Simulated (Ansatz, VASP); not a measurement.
One calculation of BaGa2H2, two programs

```
H Ba Ga
1.0
     2.25046    3.89791    0.00000
    -2.25046    3.89791    0.00000
     0.00000    0.00000    4.86916
H Ba Ga
2 1 2
Direct
  0.33333 0.33333 0.12327
  0.66667 0.66667 0.87673
  0.00000 0.00000 0.00000
  0.33333 0.33333 0.46901
  0.66667 0.66667 0.53099
```

Alike in both runs: functional LDA; k mesh 5 × 5 × 4; non-collinear spin, spin-orbit coupling.

Ansatz relaxed the structure, and its values are those at the end. VASP's run is a single point on that final structure, the one shown.

|  | VASP | Ansatz |
| --- | --- | --- |
| version | VASP 6.6.1 | Ansatz 0.2.0 |
| potentials or method | VASP PAW LDA potentials, release 64 (H, Ba_sv, Ga_d), cutoff 520 eV | PAW plane waves |
| occupations | fermi-dirac, width 0.1 eV | fermi-dirac |
| valence electrons in the cell | 38 | 38 |

|  | VASP | Ansatz | Ansatz less VASP |
| --- | --- | --- | --- |
| pressure (GPa) | -2.4 | -2.9 | -0.50 |
| rms of the force components (eV/Å) | 0.005 | 0.001 | -0.0038 |

LDA's correlation is that of Perdew and Zunger in VASP and of Perdew and Wang (1992) in Ansatz. Ansatz's warnings: stress scf threshold loose, structure snapped to symmetry.
